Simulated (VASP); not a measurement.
# BaS (R-3m) in VASP: a series of runs

The runs below take BaS through single point, with LDA.

All numbers are computed with VASP 6.6.1; they aren't measurements. Logs are shortened: lines on timing, memory, paths and dates and some standing lists are left out, and cuts for length are marked.

### 1 The cell of the first run

The structure is trigonal, space group R-3m (No. 166). The conventional cell has a = 4.539 Å, b = 4.539 Å, c = 10.953 Å, α = 90.00°, β = 90.00°, γ = 120.00°. Within 4.2 Å of Ba (site symmetry -3m) lie 6 S at 3.19 Å. S (site symmetry -3m) has 6 Ba at 3.19 Å within 4.2 Å.

### 2 Single point, LDA (equal xy, yz and zx shear strains of -1 %)

Contents of INCAR:

```
PREC = Accurate
ENCUT = 520
EDIFF = 1E-7
ISMEAR = -1
SIGMA = 0.01
LREAL = False
LASPH = True
NELM = 80
ALGO = Normal
ISIF = 2
LWAVE = False
LCHARG = False
NBANDS = 15
```

Contents of KPOINTS:

```
Automatic mesh
0
Gamma
  7 7 7
```

Contents of POSCAR:

```
BaS
1.0
   -0.0319375000      3.1777812500      3.1777812500
    3.1777812500     -0.0319375000      3.1777812500
    3.1777812500      3.1777812500     -0.0319375000
Ba S
1 1
Direct
    0.0000000000      0.0000000000      0.0000000000
    0.5000000000      0.5000000000      0.5000000000
```

Potentials or basis: VASP PAW LDA potentials, release 64 (Ba_sv, S).

The run is started by

```console
> cat potpaw_LDA.64/Ba_sv/POTCAR potpaw_LDA.64/S/POTCAR > POTCAR
> mpirun -np 1 vasp_std > vasp.out
```

OUTCAR:

```text
PREC = Accurate
   ENCUT = 520
   EDIFF = 1E-7
   ISMEAR = -1
   LREAL = False
   LASPH = True
   NELM = 80
   ISIF = 2

 ion  position               nearest neighbor table
   1  0.000  0.000  0.000-   2 3.19   2 3.19   2 3.19   2 3.19   2 3.19   2 3.19
   2  0.500  0.500  0.500-   1 3.19   1 3.19   1 3.19   1 3.19   1 3.19   1 3.19

  LATTYP: Found a trigonal (rhomboedric) cell.
 ALAT       =     4.4941748241
 COS(alpha) =     0.4899250057

  Lattice vectors:

 A1 = (  -0.0319375000,   3.1777812500,   3.1777812500)
 A2 = (   3.1777812500,  -0.0319375000,   3.1777812500)
 A3 = (   3.1777812500,   3.1777812500,  -0.0319375000)

Analysis of symmetry for initial positions (statically):
=====================================================================
 Subroutine PRICEL returns:
 Original cell was already a primitive cell.

 Routine SETGRP: Setting up the symmetry group for a
 trigonal (rhombohedral) supercell.

 Subroutine GETGRP returns: Found 12 space group operations
 (whereof 12 operations were pure point group operations)
 out of a pool of 12 trial point group operations.

The static configuration has the point symmetry D_3d.

Analysis of symmetry for dynamics (positions and initial velocities):
=====================================================================
 Subroutine PRICEL returns:
 Original cell was already a primitive cell.

 Routine SETGRP: Setting up the symmetry group for a
 trigonal (rhombohedral) supercell.

 Subroutine GETGRP returns: Found 12 space group operations
 (whereof 12 operations were pure point group operations)
 out of a pool of 12 trial point group operations.

The dynamic configuration has the point symmetry D_3d.

 Subroutine INISYM returns: Found 12 space group operations
 (whereof 12 operations are pure point group operations),
 and found     1 'primitive' translations

----------------------------------------------------------------------------------------

                                     Primitive cell

  volume of cell :      65.1478

  direct lattice vectors                    reciprocal lattice vectors
    -0.031937500  3.177781250  3.177781250    -0.154990137  0.156563641  0.156563641
     3.177781250 -0.031937500  3.177781250     0.156563641 -0.154990137  0.156563641
     3.177781250  3.177781250 -0.031937500     0.156563641  0.156563641 -0.154990137

  length of vectors
     4.494174824  4.494174824  4.494174824     0.270270771  0.270270771  0.270270771

  position of ions in fractional coordinates (direct lattice)
     0.000000000  0.000000000  0.000000000
     0.500000000  0.500000000  0.500000000

  ion indices of the primitive-cell ions
   primitive index   ion index
                 1           1
                 2           2

----------------------------------------------------------------------------------------

 KPOINTS: Automatic mesh

Automatic generation of k-mesh.
 Grid dimensions read from file:
 generate k-points for:    7    7    7

 Generating k-lattice:

  Cartesian coordinates                     Fractional coordinates (reciprocal lattice)
    -0.022141448  0.022366234  0.022366234     0.142857143  0.000000000  0.000000000
     0.022366234 -0.022141448  0.022366234     0.000000000  0.142857143  0.000000000
     0.022366234  0.022366234 -0.022141448     0.000000000  0.000000000  0.142857143

  Length of vectors
     0.038610110  0.038610110  0.038610110

  Shift w.r.t. Gamma in fractional coordinates (k-lattice)
     0.000000000  0.000000000  0.000000000

 Subroutine IBZKPT returns following result:
 ===========================================

 Found     44 irreducible k-points:

 Following reciprocal coordinates:
            Coordinates               Weight
  0.000000  0.000000  0.000000      1.000000
  0.142857  0.000000  0.000000      6.000000
  0.285714  0.000000  0.000000      6.000000
  0.428571  0.000000  0.000000      6.000000
  0.142857  0.142857  0.000000      6.000000
  0.285714  0.142857  0.000000     12.000000
[... 16 lines left out ...]
  0.285714  0.285714  0.142857      6.000000
  0.428571  0.285714  0.142857     12.000000
 [... further k-points ...]
   k-points           NKPTS =     44   k-points in BZ     NKDIM =     44   number of bands    NBANDS=     15
   number of dos      NEDOS =    301   number of ions     NIONS =      2
   total plane-waves  NPLWV =  46656
   dimension x,y,z NGX =    36 NGY =   36 NGZ =   36
   dimension x,y,z NGXF=    72 NGYF=   72 NGZF=   72
   ions per type =               1   1
   NGX,Y,Z   is equivalent  to a cutoff of  13.32, 13.32, 13.32 a.u.
   NGXF,Y,Z  is equivalent  to a cutoff of  26.63, 26.63, 26.63 a.u.
 SYSTEM =  unknown system
   PREC   = accura    normal or accurate (medium, high low for compatibility)
   ISTART =      0    job   : 0-new  1-cont  2-samecut
   ICHARG =      2    charge: 1-file 2-atom 10-const
   ISPIN  =      1    spin polarized calculation?
   LNONCOLLINEAR =      F non collinear calculations
   LSORBIT =      F    spin-orbit coupling
   LASPH  =      T    aspherical Exc in radial PAW
   ENCUT  =  520.0 eV  38.22 Ry    6.18 a.u.   8.36  8.36  8.36*2*pi/ulx,y,z
   NELM   =     80;   NELMIN=  2; NELMDL= -5     # of ELM steps
   EDIFF  = 0.1E-06   stopping-criterion for ELM
   LREAL  =      F    real-space projection
   EDIFFG = 0.1E-05   stopping-criterion for IOM
   NSW    =      0    number of steps for IOM
   IBRION =     -1    ionic relax: 0-MD 1-quasi-New 2-CG
   NFREE  =      0    steps in history (QN), initial steepest desc. (CG)
   ISIF   =      2    stress and relaxation
   ISYM   =      2    0-nonsym 1-usesym 2-fastsym
   POTIM  = 0.5000    time-step for ionic-motion
   TEBEG  =    0.0;   TEEND  =   0.0 temperature during run
   PSTRESS=    0.0 pullay stress
   NELECT =      16.0000    total number of electrons
   NUPDOWN=      -1.0000    fix difference up-down
   EMIN   =  10.00;   EMAX   =-10.00  energy-range for DOS
   EFERMI =   0.00;   METHOD = LEGACY
   ISMEAR =    -1;   SIGMA  =   0.01  broadening in eV -4-tet -1-fermi 0-gaus
   EFERMI_NEDOS =   21; number of points for ismear=-14 and -15
   IALGO  =     38    algorithm
   IMIX   =      4    mixing-type and parameters
     AMIX     =   0.40;   BMIX     =  1.00
     AMIX_MAG =   1.60;   BMIX_MAG =  1.00
  volume/ion in A,a.u.               =      32.57       219.82
  Fermi-wavevector in a.u.,A,eV,Ry     =   1.025215  1.937375 14.300609  1.051065
  Thomas-Fermi vector in A             =   2.159043
   LORBIT       =      0    0 simple, 1 ext, 2 COOP (PROOUT), +10 PAW based schemes
   GGA     = CA    functional components
   LHFCALC =     F    Hartree Fock is set to
   AEXX    =    0.0000 exact exchange contribution
   IVDW    =     0    specifies the selected vdW correction
   LEPSILON=     F    determine dielectric tensor
   LRPA    =     F    only Hartree local field effects (RPA)
 non-spin polarized calculation
  energy-cutoff  :      520.00
  volume of cell :       65.15
 maximum number of plane-waves:      1783
 NGX is ok and might be reduce to    36
   NGX = 17   NGY = 17   NGZ = 17

 number of electron      16.0000001 magnetization

 Free energy of the ion-electron system (eV)
  ---------------------------------------------------
  ext. energy  EPLUGINS =         0.00000000
  ---------------------------------------------------
  free energy    TOTEN  =       -11.15877954 eV

  energy without entropy =      -11.15877954  energy(sigma->0) =      -11.15877954

 E-fermi :   1.5561     XC(G=0):  -8.9924

 val. band max:        1.2641732555   @ k =   0.0000   0.0000   0.0000
 cond. band min:       3.2033722792   @ k =   0.4286   0.4286   0.0000
 fundamental gap:      1.9391990237
 Fermi energy:         1.5560778107

 k-point     1 :       0.0000    0.0000    0.0000
  band No.  band energies     occupation
      1     -24.7597      2.00000
      2      -9.8346      2.00000
      3      -9.8346      2.00000
      4      -9.8293      2.00000
      5      -9.0748      2.00000
      6       1.2298      2.00000
      7       1.2298      2.00000
      8       1.2642      2.00000
      9       4.5460      0.00000
     10       4.8983      0.00000
     11       4.8983      0.00000
     12       5.0351      0.00000
     13       5.9283      0.00000
     14       5.9283      0.00000
     15       9.6864      0.00000

 k-point     2 :       0.1429    0.0000    0.0000
  band No.  band energies     occupation
      1     -24.7512      2.00000
      2     -10.2132      2.00000
      3      -9.8413      2.00000
      4      -9.8383      2.00000
      5      -8.6775      2.00000
      6       0.6895      2.00000
      7       0.9535      2.00000
      8       0.9919      2.00000
      9       4.9234      0.00000
     10       5.2036      0.00000
     11       5.2855      0.00000
     12       5.3757      0.00000
     13       6.5175      0.00000
     14       6.5188      0.00000
     15      10.4876      0.00000

 k-point     3 :       0.2857    0.0000    0.0000
  band No.  band energies     occupation
      1     -24.7319      2.00000
      2     -10.6904      2.00000
      3      -9.8571      2.00000
      4      -9.8562      2.00000
      5      -8.1563      2.00000
      6      -0.1714      2.00000
      7       0.4649      2.00000
      8       0.5159      2.00000
      9       5.2905      0.00000
     10       6.0330      0.00000
     11       6.1483      0.00000
     12       6.7133      0.00000
     13       7.9256      0.00000
     14       7.9309      0.00000
     15      11.6219      0.00000
[... 343 lines left out ...]
 k-point    23 :       0.2857    0.2857    0.1429
  band No.  band energies     occupation
      1     -24.7314      2.00000
      2     -10.5379      2.00000
      3      -9.9073      2.00000
      4      -9.8878      2.00000
      5      -8.3369      2.00000
      6      -0.1077      2.00000
      7       0.7493      2.00000
      8       0.8386      2.00000
      9       4.3956      0.00000
     10       5.9914      0.00000
     11       6.4542      0.00000
     12       6.4574      0.00000
     13       6.8792      0.00000
     14       8.7573      0.00000
     15      11.9653      0.00000

 k-point    24 :       0.4286    0.2857    0.1429
  band No.  band energies     occupation
      1     -24.7172      2.00000
      2     -10.6477      2.00000
      3     -10.0073      2.00000
      4      -9.9054      2.00000
      5      -8.2566      2.00000
      6      -0.2057      2.00000
      7       0.4261      2.00000
      8       0.8826      2.00000
      9       4.4398      0.00000
     10       6.3461      0.00000
     11       6.9765      0.00000
     12       7.4866      0.00000
     13       7.7877      0.00000
     14       9.5754      0.00000
     15      10.9398      0.00000

 [... further k-points ...]

------------------------ aborting loop because EDIFF is reached ----------------------------------------

  FORCE on cell =-STRESS in cart. coord.  units (eV):
  Direction    XX          YY          ZZ          XY          YZ          ZX
  --------------------------------------------------------------------------------------
  -------------------------------------------------------------------------------------
  Total       -0.7477193     -0.7477193     -0.7477193      0.0770074      0.0770074      0.0770074
  in kB      -18.3886196    -18.3886196    -18.3886196      1.8938393      1.8938393      1.8938393
  external PRESSURE =     -18.3886196 kB  Pullay stress =       0.0000000 kB

 VOLUME and BASIS-vectors are now :
 -----------------------------------------------------------------------------
  energy-cutoff  :      520.00
  volume of cell :       65.15
      direct lattice vectors                 reciprocal lattice vectors
    -0.031937500  3.177781250  3.177781250    -0.154990137  0.156563641  0.156563641
     3.177781250 -0.031937500  3.177781250     0.156563641 -0.154990137  0.156563641
     3.177781250  3.177781250 -0.031937500     0.156563641  0.156563641 -0.154990137

 POSITION                                       TOTAL-FORCE (eV/Angst)
 -----------------------------------------------------------------------------------
      0.00000      0.00000      0.00000         0.000000      0.000000     -0.000000
      3.16181      3.16181      3.16181        -0.000000     -0.000000      0.000000
 -----------------------------------------------------------------------------------
    total drift:                                0.000000      0.000000      0.000000

  FREE ENERGIE OF THE ION-ELECTRON SYSTEM (eV)
  ---------------------------------------------------
  free  energy   TOTEN  =       -11.1587795372 eV

  energy  without entropy=      -11.1587795372  energy(sigma->0) =      -11.15877954
```

Run time: 69 s. Hardware: 1 thread of AMD EPYC 7R13, shared host; peak memory 0.16 GiB.

Results:

```
Free energy            : -11.1588 eV
Pressure               : -1.8 GPa
Band gap on the k mesh : 1.94 eV, indirect (least direct gap 2.10 eV)
```

Levels at points of the mesh, in eV from the valence-band top:
| k point | band 4 | band 5 | band 6 | band 7 | band 8 | band 9 | band 10 | band 11 | band 12 | band 13 |
| --- | --- | --- | --- | --- | --- | --- | --- | --- | --- | --- |
| (0.00, 0.00, 0.00) | -11.09 | -10.34 | -0.03 | -0.03 | 0.00 | 3.28 | 3.63 | 3.63 | 3.77 | 4.66 |

Caveat: the cell differs from its parent crystal (equal xy, yz and zx shear strains of -1 %); spin-orbit coupling is left out, which moves the levels of the heavy elements.

### 3 Single point, LDA (equal xy, yz and zx shear strains of +1 %)

Contents of INCAR:

```
  PREC = Accurate
  ENCUT = 520
  EDIFF = 1E-6
  ISMEAR = -1
  SIGMA = 0.01
  LREAL = False
  LASPH = True
  NELM = 100
  ALGO = Normal
  ISIF = 2
  LWAVE = False
  LCHARG = True
  GGA = CA
  LELF = True
  LVHAR = True
  NBANDS = 15
```

Contents of KPOINTS:

```
regular mesh
0
Gamma
  7 7 7
```

Contents of POSCAR:

```
BaS
1.0
    0.0319375000      3.2097187500      3.2097187500
    3.2097187500      0.0319375000      3.2097187500
    3.2097187500      3.2097187500      0.0319375000
Ba S
1 1
Direct
    0.0000000000      0.0000000000      0.0000000000
    0.5000000000      0.5000000000      0.5000000000
```

Potentials or basis: VASP PAW LDA potentials, release 64 (Ba_sv, S).

The run is started by

```console
> cat potpaw_LDA.64/Ba_sv/POTCAR potpaw_LDA.64/S/POTCAR > POTCAR
> mpirun -np 1 vasp_std > vasp.out
```

Run time: 73 s. Hardware: 1 thread of AMD EPYC 7R13, shared host; peak memory 0.16 GiB.

The run converged. Its results:

* Free energy: -11.1587 eV
* Pressure: -1.8 GPa
* Band gap on the k mesh: 1.95 eV, indirect (least direct gap 2.10 eV)

Stress tensor (GPa, compression positive):
```
-1.85 -0.20 -0.20
-0.20 -1.85 -0.20
-0.20 -0.20 -1.85
```

Levels at points of the mesh, in eV from the valence-band top:
| k point | band 6 | band 7 | band 8 | band 9 | band 10 | band 11 |
| --- | --- | --- | --- | --- | --- | --- |
| (0.00, 0.00, 0.00) | -0.04 | 0.00 | 0.00 | 3.29 | 3.62 | 3.73 |

Caveat: the cell differs from its parent crystal (equal xy, yz and zx shear strains of +1 %); spin-orbit coupling is left out, which moves the levels of the heavy elements. A k mesh can miss the band edges.

### 4 Single point, LDA (equal xy, yz and zx shear strains of +2 %)

Contents of INCAR:

```
ALGO     = Normal         # electronic algorithm
EDIFF    = 1E-6           # SCF threshold, eV
ENCUT    = 520            # plane-wave cutoff, eV
ISIF     = 2              # what is computed and relaxed
ISMEAR   = -1             # smearing method
LASPH    = True           # aspherical terms in the spheres
LCHARG   = False          # write CHGCAR
LREAL    = False          # projectors in reciprocal space
LWAVE    = False          # write WAVECAR
NBANDS   = 15             # bands
NELM     = 80             # most SCF steps
PREC     = Accurate       # precision mode
SIGMA    = 0.01           # smearing width, eV
```

Contents of KPOINTS:

```
k-points
0
Gamma
  7 7 7
```

Contents of POSCAR:

```
BaS
1.0
    0.0638750000      3.2256875000      3.2256875000
    3.2256875000      0.0638750000      3.2256875000
    3.2256875000      3.2256875000      0.0638750000
Ba S
1 1
Direct
    0.0000000000      0.0000000000      0.0000000000
    0.5000000000      0.5000000000      0.5000000000
```

The run is started by

```console
> cat potpaw_LDA.64/Ba_sv/POTCAR potpaw_LDA.64/S/POTCAR > POTCAR
> mpirun -np 1 vasp_std > vasp.out
```

It took 66 s on 1 thread of AMD EPYC 7R13, shared host; peak memory 0.16 GiB.

It converged, with:

| Quantity | Value |
| --- | --- |
| Free energy | -11.1553 eV |
| Pressure | -1.9 GPa |
| Band gap on the k mesh | 1.93 eV, indirect (least direct gap 2.08 eV) |

Stress tensor (GPa, compression positive):
```
-1.85 -0.41 -0.41
-0.41 -1.85 -0.41
-0.41 -0.41 -1.85
```

Levels at points of the mesh, in eV from the valence-band top:
```
           k point  band 5  band 6  band 7  band 8  band 9  band 10  band 11  band 12
(0.00, 0.00, 0.00)  -10.34   -0.07    0.00    0.00    3.24     3.56     3.75     3.75
```

Caveat: the cell differs from its parent crystal (equal xy, yz and zx shear strains of +2 %); spin-orbit coupling is left out, which moves the levels of the heavy elements. A k mesh can miss the band edges.

### 5 Summary

```tsv
cell	gap on the mesh (eV)	pressure (GPa)
a = 4.494 Å, angles 60.7°, 2 atoms	1.94	-1.8
a = 4.539 Å, angles 59.3°, 2 atoms	1.95	-1.8
a = 4.562 Å, angles 58.7°, 2 atoms	1.93	-1.9
```

Alike in all rows: task single point; level LDA; potentials or basis VASP PAW LDA potentials, release 64 (Ba_sv, S); no spin polarisation; k mesh 7 × 7 × 7; cutoff (eV) 520; smearing fermi-dirac 0.01 eV.

Caveats: spin-orbit coupling is left out, which moves the levels of the heavy elements.

Absolute energies hang on the potentials; compare differences alone.
